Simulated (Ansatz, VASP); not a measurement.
# Two plane-wave programs on Sn2PbO3

Contents of INCAR:

```
ALGO     = Normal         # electronic algorithm
EDIFF    = 1E-6           # SCF threshold, eV
ENCUT    = 600            # plane-wave cutoff, eV
GGA      = PE             # functional
GGA_COMPAT= F            
ISIF     = 2              # what is computed and relaxed
ISMEAR   = 0              # smearing method
LASPH    = T              # aspherical terms in the spheres
LCHARG   = F              # write CHGCAR
LREAL    = F              # projectors in reciprocal space
LWAVE    = F              # write WAVECAR
NBANDS   = 72             # bands
NELM     = 120            # most SCF steps
PREC     = Accurate       # precision mode
SIGMA    = 0.1            # smearing width, eV
```

The input KPOINTS:

```
k-points
0
Gamma
  4 4 1
```

The input POSCAR:

```
Sn2PbO3
1.0
    3.9228498226      0.0000000000      0.0000000000
    0.0000000000      3.9228498226      0.0000000000
    0.0000000000      0.0000000000     15.8884299243
Sn Pb O
4 2 6
Direct
    0.0000000000      0.5000000000      0.7548034935
    0.5000000000      1.0000000000      0.9282081274
    1.0000000000      0.5000000000      0.0717918726
    0.5000000000      1.0000000000      0.2451965065
    0.5000000000      0.0000000000      0.6048529544
    0.0000000000      0.5000000000      0.3951470456
    0.5000000000      0.5000000000      0.6833100595
    0.0000000000      0.0000000000      0.6833100595
    0.5000000000      0.5000000000      0.0000000000
    0.0000000000      0.0000000000      0.0000000000
    0.0000000000      0.0000000000      0.3166899405
    0.5000000000      0.5000000000      0.3166899405
```

Input for Ansatz:

```yaml
crystal:
  lattice:
    - [3.9228498226, 0.0, 0.0]
    - [0.0, 3.9228498226, 0.0]
    - [0.0, 0.0, 15.8884299243]
  atoms:
    - { symbol: Sn, position: [0.0, 0.5, 0.7548034935] }
    - { symbol: Sn, position: [0.5, 1.0, 0.9282081274] }
    - { symbol: Sn, position: [1.0, 0.5, 0.0717918726] }
    - { symbol: Sn, position: [0.5, 1.0, 0.2451965065] }
    - { symbol: Pb, position: [0.5, 0.0, 0.6048529544] }
    - { symbol: Pb, position: [0.0, 0.5, 0.3951470456] }
    - { symbol: O, position: [0.5, 0.5, 0.6833100595] }
    - { symbol: O, position: [0.0, 0.0, 0.6833100595] }
    - { symbol: O, position: [0.5, 0.5, 0.0] }
    - { symbol: O, position: [0.0, 0.0, 0.0] }
    - { symbol: O, position: [0.0, 0.0, 0.3166899405] }
    - { symbol: O, position: [0.5, 0.5, 0.3166899405] }
basis:
  ecutwfc: 420
kpoints:
  mp_grid: { grid: [4, 4, 1] }
hamiltonian:
  xc: pbe
scf:
  occupations: { method: gaussian, width: 0.1 }
  lower_state_search: "off"
output:
  forces: true
  stress: true
  eigenvalues: true
```

Alike in both runs: task single point; functional PBE; k mesh 4 × 4 × 1; occupations gaussian, width 0.1 eV; no spin polarisation.

|  | VASP | Ansatz |
| --- | --- | --- |
| version | VASP 6.6.1 | Ansatz 0.2.0 |
| potentials or method | VASP PAW PBE potentials, release 64 (Sn_d, Pb_d, O), cutoff 600 eV | scalar-relativistic, plane waves, PAW |
| valence electrons in the cell | 120 | 120 |

```tsv
	VASP	Ansatz	Ansatz less VASP
gap on the k mesh at the Fermi level (eV)	0.89	0.88	-0.006
least direct gap on the mesh (eV)	1.27	1.29	+0.022
pressure (GPa)	0.1	0.0	-0.08
rms of the force components (eV/Å)	0.025	0.003	-0.0225
```

Atom by atom the forces differ by 0.025 eV/Å (rms over components). With one functional, cell and mesh, what is left measures potentials, basis and numerics.

Neither program's run includes spin-orbit coupling.
